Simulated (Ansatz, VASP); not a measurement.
## Two plane-wave programs on Si4N

```
Si N
1.0
     3.83334    0.00000    0.00000
     0.00000    3.83334    0.00000
     0.00000    0.00000   21.10348
Si N
4 1
Direct
  0.00000 0.50000 0.18954
  0.00000 0.00000 0.25376
  0.50000 0.00000 0.32071
  0.50000 0.50000 0.38399
  0.00000 0.87500 0.48824
```

Alike in both runs: task single point; functional PBE; dispersion D3(BJ); k mesh 7 × 7 × 1; occupations gaussian, width 0.05 eV; collinear spin.

|  | VASP | Ansatz |
| --- | --- | --- |
| version | VASP 6.6.1 | Ansatz 0.2.0 |
| potentials or method | VASP PAW PBE potentials, release 64 (Si, N), cutoff 520 eV | scalar-relativistic, plane waves, PAW |
| valence electrons in the cell | 21 | 21 |

Ansatz gave:

* gap on the k mesh at the Fermi level (eV): none
* rms of the force components (eV/Å): 0.157
* net moment per atom (μB): 0.51
* size of the moment on the site where the two differ most (μB): 2.61

Q: Which values does VASP return?

A: gap on the k mesh at the Fermi level (eV): none; rms of the force components (eV/Å): 0.158; net moment per atom (μB): 0.51; size of the moment on the site where the two differ most (μB): 1.81.

Site moments also hang on the region over which each program counts them. Atom by atom the forces differ by 0.002 eV/Å (rms over components). A gap of «none» marks a metal or a gap that the smearing closes. Ansatz's warnings: stability check not made.
